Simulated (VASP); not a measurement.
Crystal: TiAl.

```
Ti Al
1.0
     3.01800    0.00000    0.00000
     0.00000    3.01800    0.00000
     0.00000    0.00000    3.01800
Ti Al
1 1
Direct
  0.50000 0.50000 0.50000
  0.00000 0.00000 0.00000
```

| Item | Value |
| --- | --- |
| Program | VASP 6.6.1 |
| Task | relaxation of cell and atoms |
| Functional | r2SCAN |
| Potentials or basis | VASP PAW PBE potentials, release 64 (Ti_sv, Al) |
| Cutoff | 600 eV |
| k mesh | 6 × 6 × 6 |
| Occupations | fermi-dirac, width 0.1 eV |
| Spin | no spin polarisation |

At the start: pressure 24.1 GPa; volume 13.74 Å³/atom.

Where does the relaxation end?

Over 3 steps the energy falls by 148.1 meV/atom and the volume is 16.01 Å³/atom (+16.5 %); space group Pm-3m (No. 221, to 0.05 Å).

The path:
| step | energy change (eV) | largest force (eV/Å) | pressure (GPa) | volume (Å³) |
| --- | --- | --- | --- | --- |
| 1 | 0.0000 | 0.0000 | 24.09 | 27.49 |
| 2 | -0.0968 | 0.0000 | -12.41 | 36.56 |
| 3 | -0.2963 | 0.0000 | -0.29 | 32.02 |

Final structure:
```
Ti Al
1.0
     3.17541    0.00000    0.00000
     0.00000    3.17541    0.00000
     0.00000    0.00000    3.17541
Ti Al
1 1
Direct
  0.50000 0.50000 0.50000
  0.00000 0.00000 0.00000
```

Caveat: the volume moved by over 15 % at a fixed basis, so the end points are rough; the PAW data sets were made with another functional, which shifts forces and pressure a little; the volume moved by +16 % from the deposited cell, more than functionals usually miss.
